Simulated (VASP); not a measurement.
# ZrOs in VASP: further runs, part 2 of 3

VASP 6.6.1.

## (3) Electric field gradients, LDA (volume scaled by 1.06)

The input, INCAR:

```
SYSTEM = ZrOs
ALGO = Normal
EDIFF = 1E-8
ENCUT = 520
GGA = CA
ISIF = 2
ISMEAR = -1
LASPH = .TRUE.
LCHARG = .FALSE.
LEFG = .TRUE.
LREAL = .FALSE.
LWAVE = .FALSE.
NBANDS = 17
NELM = 60
PREC = Accurate
SIGMA = 0.03
```

The input, KPOINTS:

```
k-points
0
G
  13 13 13
  0 0 0
```

The input, POSCAR:

```
ZrOs
1.0
    3.3269966396      0.0000000000      0.0000000000
    0.0000000000      3.3269966396      0.0000000000
    0.0000000000      0.0000000000      3.3269966396
Zr Os
1 1
Direct
    0.5000000000      0.5000000000      0.5000000000
    0.0000000000      0.0000000000      0.0000000000
```

Potentials or basis: VASP PAW LDA potentials, release 64 (Zr_sv, Os).

Run with:

```
cat potpaw_LDA.64/Zr_sv/POTCAR potpaw_LDA.64/Os/POTCAR > POTCAR
mpirun -np 1 vasp_std > vasp.out
```

OUTCAR:

```text
SYSTEM = ZrOs
   EDIFF = 1E-8
   ENCUT = 520
   GGA = CA
   ISIF = 2
   ISMEAR = -1
   LASPH = .TRUE.
   LREAL = .FALSE.
   NELM = 60
   PREC = Accurate

 ion  position               nearest neighbor table
   1  0.500  0.500  0.500-   2 2.88   2 2.88   2 2.88   2 2.88   2 2.88   2 2.88   2 2.88   2 2.88

   2  0.000  0.000  0.000-   1 2.88   1 2.88   1 2.88   1 2.88   1 2.88   1 2.88   1 2.88   1 2.88

  LATTYP: Found a simple cubic cell.
 ALAT       =     3.3269966396

  Lattice vectors:

 A1 = (   3.3269966396,   0.0000000000,   0.0000000000)
[... 694 lines left out ...]
  free  energy   TOTEN  =       -22.8823058001 eV

  energy  without entropy=      -22.8802304724  energy(sigma->0) =      -22.88126814

 Electric field gradients (V/A^2)
---------------------------------------------------------------------
 ion       V_xx      V_yy      V_zz      V_xy      V_xz      V_yz
---------------------------------------------------------------------
   1       0.000     0.000    -0.000    -0.000    -0.000     0.000
   2       0.000    -0.000     0.000     0.000     0.000    -0.000
---------------------------------------------------------------------

 Electric field gradients after diagonalization (V/A^2)
 (convention: |V_zz| > |V_xx| > |V_yy|)
----------------------------------------------------------------------
 ion       V_xx      V_yy      V_zz     asymmetry (V_yy - V_xx)/ V_zz
----------------------------------------------------------------------
   1       0.000     0.000    -0.000       0.096
   2       0.000    -0.000     0.000      -0.263
----------------------------------------------------------------------

           NMR quadrupolar parameters

 Cq : quadrupolar parameter    Cq=e*Q*V_zz/h
 eta: asymmetry parameters     (V_yy - V_xx)/ V_zz
 Q  : nuclear electric quadrupole moment in mb (millibarn)
----------------------------------------------------------------------
 ion       Cq(MHz)       eta       Q (mb)
----------------------------------------------------------------------
   1      -0.000       0.096       1.000
   2       0.000      -0.263       1.000
----------------------------------------------------------------------
```

OSZICAR:

```text
N       E                     dE             d eps       ncg     rms          rms(c)
DAV:   1     0.143638980836E+03    0.14364E+03   -0.10524E+04  2992   0.114E+03
DAV:   2    -0.149276916054E+02   -0.15857E+03   -0.15159E+03  3304   0.341E+02
DAV:   3    -0.237428119786E+02   -0.88151E+01   -0.87040E+01  4650   0.661E+01
DAV:   4    -0.240311846434E+02   -0.28837E+00   -0.28753E+00  3464   0.821E+00
DAV:   5    -0.240392292524E+02   -0.80446E-02   -0.80428E-02  4101   0.122E+00    0.193E+01
DAV:   6    -0.231214753954E+02    0.91775E+00   -0.12591E+00  3085   0.824E+00    0.749E+00
DAV:   7    -0.229227023617E+02    0.19877E+00   -0.72586E-01  3557   0.571E+00    0.234E+00
DAV:   8    -0.228845918944E+02    0.38110E-01   -0.18427E-01  3818   0.276E+00    0.853E-01
DAV:   9    -0.228822246950E+02    0.23672E-02   -0.13408E-02  3326   0.102E+00    0.101E-01
DAV:  10    -0.228822948692E+02   -0.70174E-04   -0.27372E-04  3897   0.143E-01    0.384E-02
DAV:  11    -0.228823057001E+02   -0.10831E-04   -0.30878E-05  4218   0.358E-02    0.110E-02
DAV:  12    -0.228823058719E+02   -0.17185E-06   -0.11248E-06  3434   0.847E-03    0.402E-03
DAV:  13    -0.228823058006E+02    0.71369E-07   -0.95343E-08  3342   0.332E-03    0.338E-04
DAV:  14    -0.228823058001E+02    0.44315E-09   -0.19521E-09  1759   0.304E-04
   1 F= -.22882306E+02 E0= -.22881268E+02  d E =-.207533E-02
```

stdout:

```text
POSCAR found type information on POSCAR ZrOs
 POSCAR found :  2 types and       2 ions
 scaLAPACK will be used
 LDA part: xc-table for (Slater(with rela. corr.)+CA(PZ))
 , standard interpolation
 POSCAR, INCAR and KPOINTS ok, starting setup
 FFT: planning ... GRIDC
 FFT: planning ... GRID_SOFT
 FFT: planning ... GRID
 WAVECAR not read
 entering main loop
ion   1

ion   2
```

It took 61 s on 1 thread of Intel Xeon Platinum 8375C at 2.90GHz (Ice Lake), shared host; peak memory 0.18 GiB.

Results:

```yaml
Free_energy: -22.8823 eV
Pressure: -17.7 GPa
Band_gap_on_the_k_mesh: zero (band 10 reaches 9.16 eV, above the bottom of band 11 at 8.27 eV)
```

Levels at points of the mesh, in eV from the Fermi level:
| k point | band 7 | band 8 | band 9 | band 10 | band 11 | band 12 | band 13 | band 14 |
| --- | --- | --- | --- | --- | --- | --- | --- | --- |
| (0.00, 0.00, 0.00) | -4.76 | -1.46 | -1.46 | -1.46 | 1.99 | 1.99 | 4.83 | 4.83 |

Caveat: without QUAD_EFG the Cq values of the log hold for a quadrupole moment of 1 mb, not for the nuclei; spin-orbit coupling is left out, which moves the levels of the heavy elements.

## (4) Electric field gradients, LDA (volume scaled by 1.06)

The input, INCAR:

```
PREC = Accurate ; ENCUT = 520
EDIFF = 1E-8 ; ISMEAR = -1
SIGMA = 0.03 ; LREAL = F
LASPH = T ; NELM = 60
ALGO = Normal ; ISIF = 2
LWAVE = F ; LCHARG = F
LEFG = T ; NBANDS = 17
```

The input, KPOINTS:

```
Automatic mesh
0
Gamma
  13 13 13
```

POSCAR is that of step 3.

Potentials or basis: VASP PAW LDA potentials, release 64 (Zr_sv, Os).

Run with:

```
cat potpaw_LDA.64/Zr_sv/POTCAR potpaw_LDA.64/Os/POTCAR > POTCAR
mpirun -np 1 vasp_std > vasp.out
```

OUTCAR:

```text
PREC = Accurate
   ENCUT = 520
   EDIFF = 1E-8
   ISMEAR = -1
   LREAL = F
   LASPH = T
   NELM = 60
   ISIF = 2

 ion  position               nearest neighbor table
   1  0.500  0.500  0.500-   2 2.88   2 2.88   2 2.88   2 2.88   2 2.88   2 2.88   2 2.88   2 2.88

   2  0.000  0.000  0.000-   1 2.88   1 2.88   1 2.88   1 2.88   1 2.88   1 2.88   1 2.88   1 2.88

  LATTYP: Found a simple cubic cell.
 ALAT       =     3.3269966396

  Lattice vectors:

 A1 = (   3.3269966396,   0.0000000000,   0.0000000000)
 A2 = (   0.0000000000,   3.3269966396,   0.0000000000)
 A3 = (   0.0000000000,   0.0000000000,   3.3269966396)

Analysis of symmetry for initial positions (statically):
=====================================================================
 Subroutine PRICEL returns:
 Original cell was already a primitive cell.

 Routine SETGRP: Setting up the symmetry group for a
 simple cubic supercell.

 Subroutine GETGRP returns: Found 48 space group operations
 (whereof 48 operations were pure point group operations)
 out of a pool of 48 trial point group operations.

The static configuration has the point symmetry O_h .

Analysis of symmetry for dynamics (positions and initial velocities):
=====================================================================
 Subroutine PRICEL returns:
 Original cell was already a primitive cell.

 Routine SETGRP: Setting up the symmetry group for a
 simple cubic supercell.

 Subroutine GETGRP returns: Found 48 space group operations
 (whereof 48 operations were pure point group operations)
 out of a pool of 48 trial point group operations.

The dynamic configuration has the point symmetry O_h .

 Subroutine INISYM returns: Found 48 space group operations
 (whereof 48 operations are pure point group operations),
 and found     1 'primitive' translations

----------------------------------------------------------------------------------------

                                     Primitive cell

  volume of cell :      36.8262

  direct lattice vectors                    reciprocal lattice vectors
     3.326996640  0.000000000  0.000000000     0.300571389  0.000000000  0.000000000
     0.000000000  3.326996640  0.000000000     0.000000000  0.300571389  0.000000000
     0.000000000  0.000000000  3.326996640     0.000000000  0.000000000  0.300571389

  length of vectors
     3.326996640  3.326996640  3.326996640     0.300571389  0.300571389  0.300571389

  position of ions in fractional coordinates (direct lattice)
     0.500000000  0.500000000  0.500000000
     0.000000000  0.000000000  0.000000000

  ion indices of the primitive-cell ions
   primitive index   ion index
                 1           1
                 2           2

----------------------------------------------------------------------------------------

 KPOINTS: Automatic mesh

[... 66 lines left out ...]
   NELM   =     60;   NELMIN=  2; NELMDL= -5     # of ELM steps
   EDIFF  = 0.1E-07   stopping-criterion for ELM
   LREAL  =      F    real-space projection
   EDIFFG = 0.1E-06   stopping-criterion for IOM
   NSW    =      0    number of steps for IOM
   IBRION =     -1    ionic relax: 0-MD 1-quasi-New 2-CG
   NFREE  =      0    steps in history (QN), initial steepest desc. (CG)
   ISIF   =      2    stress and relaxation
   ISYM   =      2    0-nonsym 1-usesym 2-fastsym
   POTIM  = 0.5000    time-step for ionic-motion
   TEBEG  =    0.0;   TEEND  =   0.0 temperature during run
   PSTRESS=    0.0 pullay stress
   NELECT =      20.0000    total number of electrons
   NUPDOWN=      -1.0000    fix difference up-down
   EMIN   =  10.00;   EMAX   =-10.00  energy-range for DOS
   EFERMI =   0.00;   METHOD = LEGACY
   ISMEAR =    -1;   SIGMA  =   0.03  broadening in eV -4-tet -1-fermi 0-gaus
   EFERMI_NEDOS =   21; number of points for ismear=-14 and -15
   IALGO  =     38    algorithm
   IMIX   =      4    mixing-type and parameters
     AMIX     =   0.40;   BMIX     =  1.00
     AMIX_MAG =   1.60;   BMIX_MAG =  1.00
  volume/ion in A,a.u.               =      18.41       124.26
  Fermi-wavevector in a.u.,A,eV,Ry     =   1.335670  2.524050 24.272985  1.784014
  Thomas-Fermi vector in A             =   2.464356
   LORBIT       =      0    0 simple, 1 ext, 2 COOP (PROOUT), +10 PAW based schemes
   GGA     = CA    functional components
   LHFCALC =     F    Hartree Fock is set to
   AEXX    =    0.0000 exact exchange contribution
   IVDW    =     0    specifies the selected vdW correction
   LEPSILON=     F    determine dielectric tensor
   LRPA    =     F    only Hartree local field effects (RPA)
 non-spin polarized calculation
  energy-cutoff  :      520.00
  volume of cell :       36.83
 maximum number of plane-waves:      1021
 NGX is ok and might be reduce to    28
   NGX = 13   NGY = 13   NGZ = 13

 number of electron      20.0000000 magnetization

 Free energy of the ion-electron system (eV)
  ---------------------------------------------------
  ext. energy  EPLUGINS =         0.00000000
  ---------------------------------------------------
  free energy    TOTEN  =       -22.88230580 eV

  energy without entropy =      -22.88023047  energy(sigma->0) =      -22.88126814

 E-fermi :   8.9129     XC(G=0): -12.5295

 val. band max:        8.8621144685   @ k =   0.4615   0.4615   0.1538
 cond. band min:       8.9345599200   @ k =   0.4615   0.3846   0.0000
 fundamental gap:      0.0724454514
 Fermi energy:         8.9129414431

 k-point     1 :       0.0000    0.0000    0.0000
  band No.  band energies     occupation
      1     -39.7038      2.00000
      2     -17.7154      2.00000
      3     -17.7154      2.00000
      4     -17.7154      2.00000
      5       1.2654      2.00000
      6       4.1547      2.00000
[... 457 lines left out ...]
      4     -17.6709      2.00000
      5       3.8070      2.00000
      6       4.7785      2.00000
[... 9 lines left out ...]
     16      14.4000      0.00000
     17      18.6809      0.00000

 [... further k-points ...]
[... 5 lines left out ...]
  --------------------------------------------------------------------------------------
  -------------------------------------------------------------------------------------
  Total       -4.0745190     -4.0745190     -4.0745190     -0.0000000     -0.0000000     -0.0000000
  in kB     -177.2677943   -177.2677943   -177.2677943     -0.0000000     -0.0000000     -0.0000000
  external PRESSURE =    -177.2677943 kB  Pullay stress =       0.0000000 kB

 VOLUME and BASIS-vectors are now :
 -----------------------------------------------------------------------------
  energy-cutoff  :      520.00
  volume of cell :       36.83
      direct lattice vectors                 reciprocal lattice vectors
     3.326996640  0.000000000  0.000000000     0.300571389  0.000000000  0.000000000
     0.000000000  3.326996640  0.000000000     0.000000000  0.300571389  0.000000000
     0.000000000  0.000000000  3.326996640     0.000000000  0.000000000  0.300571389

 POSITION                                       TOTAL-FORCE (eV/Angst)
 -----------------------------------------------------------------------------------
      1.66350      1.66350      1.66350         0.000000      0.000000      0.000000
      0.00000      0.00000      0.00000         0.000000      0.000000      0.000000
 -----------------------------------------------------------------------------------
    total drift:                                0.000000      0.000000      0.000000

  FREE ENERGIE OF THE ION-ELECTRON SYSTEM (eV)
  ---------------------------------------------------
  free  energy   TOTEN  =       -22.8823058001 eV

  energy  without entropy=      -22.8802304724  energy(sigma->0) =      -22.88126814

 Electric field gradients (V/A^2)
---------------------------------------------------------------------
 ion       V_xx      V_yy      V_zz      V_xy      V_xz      V_yz
---------------------------------------------------------------------
   1       0.000     0.000    -0.000    -0.000    -0.000     0.000
   2       0.000    -0.000     0.000     0.000     0.000    -0.000
---------------------------------------------------------------------

 Electric field gradients after diagonalization (V/A^2)
 (convention: |V_zz| > |V_xx| > |V_yy|)
----------------------------------------------------------------------
 ion       V_xx      V_yy      V_zz     asymmetry (V_yy - V_xx)/ V_zz
----------------------------------------------------------------------
   1       0.000     0.000    -0.000       0.096
   2       0.000    -0.000     0.000      -0.263
----------------------------------------------------------------------

           NMR quadrupolar parameters

 Cq : quadrupolar parameter    Cq=e*Q*V_zz/h
 eta: asymmetry parameters     (V_yy - V_xx)/ V_zz
 Q  : nuclear electric quadrupole moment in mb (millibarn)
----------------------------------------------------------------------
 ion       Cq(MHz)       eta       Q (mb)
----------------------------------------------------------------------
   1      -0.000       0.096       1.000
   2       0.000      -0.263       1.000
----------------------------------------------------------------------
```

Run time: 66 s. Hardware: 1 thread of Intel Xeon Platinum 8375C at 2.90GHz (Ice Lake), shared host; peak memory 0.18 GiB.

What came out:

```yaml
Free_energy: -22.8823 eV
Pressure: -17.7 GPa
Band_gap_on_the_k_mesh: zero (band 10 reaches 9.16 eV, above the bottom of band 11 at 8.27 eV)
```

Levels at points of the mesh, in eV from the Fermi level:
| k point | band 7 | band 8 | band 9 | band 10 | band 11 | band 12 | band 13 | band 14 |
| --- | --- | --- | --- | --- | --- | --- | --- | --- |
| (0.00, 0.00, 0.00) | -4.76 | -1.46 | -1.46 | -1.46 | 1.99 | 1.99 | 4.83 | 4.83 |

Caveat: without QUAD_EFG the Cq values of the log hold for a quadrupole moment of 1 mb, not for the nuclei; spin-orbit coupling is left out, which moves the levels of the heavy elements.

(Continued in part 3 of 3.)
